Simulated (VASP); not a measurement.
Runs of VASP 6.6.1 on Ba. The structure is that of space group Im-3m (No. 229), or close to it. The cells are those of the table. 

| task | cell | k mesh | cutoff (eV) | smearing | gap on the mesh (eV) | pressure (GPa) | relaxed volume (Å³/atom) |
| --- | --- | --- | --- | --- | --- | --- | --- |
| relaxation of cell and atoms | relaxed from a = 4.352 Å, angles 109.5°, 1 atom | 16 × 16 × 16 | 600 | gaussian 0.1 eV | none | 0.0 | 54.30 |
| single point | a = 4.126 Å, angles 109.5°, 1 atom | 18 × 18 × 18 | 520 | fermi-dirac 0.15 eV | none | 0.1 | - |
| relaxation of cell and atoms | relaxed from a = 4.120 Å, angles 109.5°, 1 atom | 18 × 18 × 18 | 600 | gaussian 0.1 eV | none | 0.0 | 54.17 |
| single point | a = 4.352 Å, angles 109.5°, 1 atom | 6 × 6 × 6 | 520 | gaussian 0.1 eV | none | (a) | - |
| single point | a = 4.120 Å, angles 109.5°, 1 atom | 18 × 18 × 18 | 520 | gaussian 0.1 eV | none | 0.1 | - |
| relaxation of cell and atoms | relaxed from a = 4.120 Å, angles 109.5°, 1 atom | 18 × 18 × 18 | 600 | fermi-dirac 0.15 eV | none | 0.0 | 54.53 |
| single point | a = 4.120 Å, angles 109.5°, 1 atom | 16 × 16 × 16 | 520 | gaussian 0.1 eV | none | 0.1 | - |

Alike in all rows: level LDA; potentials or basis VASP PAW LDA potentials, release 64 (Ba_sv); no spin polarisation.

**Question.** Fill in the values left out.

**Answer.** (a) -1.2.

Caveats: spin-orbit coupling is left out, which moves the levels of the heavy elements.

A k mesh can miss the band edges, and the runs leave out spin-orbit coupling on Ba.

A gap of «none» marks levels without a gap at the run's occupations.
